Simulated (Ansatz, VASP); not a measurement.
**LuHfO in VASP and in Ansatz**

```xyz
3
Lattice="4.8869 0.0000 0.0000 -2.4435 4.2322 0.0000 0.0000 0.0000 2.9255" Properties=species:S:1:pos:R:3 pbc="T T T"
Lu    0.0000    0.0000    1.4628
Hf    0.0000    2.8215    1.4628
O     2.4435    1.4107    0.0000
```

Change from the starting cell: species swapped into the BaAlSn type (P-6m2, No. 187).

Alike in both runs: task relaxation of cell and atoms; functional PBE; k mesh 6 × 6 × 6; occupations gaussian, width 0.1 eV; no spin polarisation.

|  | VASP | Ansatz |
| --- | --- | --- |
| version | VASP 6.6.1 | Ansatz 0.2.0 |
| potentials or method | VASP PAW PBE potentials, release 64 (Lu, Hf_pv, O), cutoff 600 eV | scalar-relativistic, plane waves, PAW |
| valence electrons in the cell | 41 | 57 |

```tsv
	VASP	Ansatz	Ansatz less VASP
gap on the k mesh at the Fermi level, each at its own relaxed structure (eV)	none	none	-
relaxed volume (Å³/atom)	19.80	19.83	+0.031
relaxed length of the cell vector where the two differ most in proportion (Å)	2.896	2.902	+0.0062
```

A gap of «none» marks a metal or a gap that the smearing closes. VASP's potentials hold 41 valence electrons a cell and Ansatz's 57, so a difference there can come from the potentials and not from the codes.

Neither program's run includes spin-orbit coupling.
